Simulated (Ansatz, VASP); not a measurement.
**One calculation of Cs, two programs**

Contents of INCAR:

```
PREC = Accurate
ENCUT = 600
EDIFF = 1E-7
ISMEAR = 0
SIGMA = 0.1
LREAL = F
LASPH = T
NELM = 60
ALGO = Fast
ISIF = 3
LWAVE = F
LCHARG = F
GGA = PE
IBRION = 2
NSW = 100
EDIFFG = -0.01
```

KPOINTS

```
Automatic mesh
0
Gamma
  6 6 6
```

File POSCAR:

```
Cs
1.0
    7.4341986506      0.0000000000      0.0000000000
    0.0000000000      7.4341986506      0.0000000000
    0.0000000000      0.0000000000      7.4341986506
Cs
3
Direct
    0.5000000000      0.0000000000      0.0000000000
    0.0000000000      0.5000000000      0.0000000000
    0.0000000000      0.0000000000      0.5000000000
```

Input for Ansatz:

```yaml
crystal:
  lattice:
    - [7.4341986506, 0.0, 0.0]
    - [0.0, 7.4341986506, 0.0]
    - [0.0, 0.0, 7.4341986506]
  atoms:
    - { symbol: Cs, position: [0.5, 0.0, 0.0] }
    - { symbol: Cs, position: [0.0, 0.5, 0.0] }
    - { symbol: Cs, position: [0.0, 0.0, 0.5] }
basis:
  ecutwfc: 420
kpoints:
  mp_grid: { grid: [6, 6, 6] }
hamiltonian:
  xc: pbe
scf:
  occupations: { method: gaussian, width: 0.1 }
output:
  forces: true
  stress: true
  eigenvalues: true
relax:
  adjacent_minimum: "off"
  f_tol: 0.01
  max_steps: 80
  cell: { stress_tol: 0.05 }
```

Alike in both runs: task relaxation of cell and atoms; functional PBE; k mesh 6 × 6 × 6; occupations gaussian, width 0.1 eV; no spin polarisation.

```csv
,VASP,Ansatz
version,VASP 6.6.1,Ansatz 0.2.0
potentials or method,"VASP PAW PBE potentials, release 64 (Cs_sv), cutoff 600 eV","scalar-relativistic, plane waves, PAW"
valence electrons in the cell,27,27
```

VASP gave:

| Property | Result |
| --- | --- |
| gap on the k mesh at the Fermi level, each at its own relaxed structure (eV) | none |
| relaxed volume (Å³/atom) | 139.24 |
| relaxed cell length with the largest relative difference (Å) | 7.475 |

Estimate Ansatz's values.

gap on the k mesh at the Fermi level, each at its own relaxed structure (eV): none; relaxed volume (Å³/atom): 136.96; relaxed cell length with the largest relative difference (Å): 7.434.

A gap of «none» marks a metal or a gap that the smearing closes.

Spin-orbit coupling is off throughout.
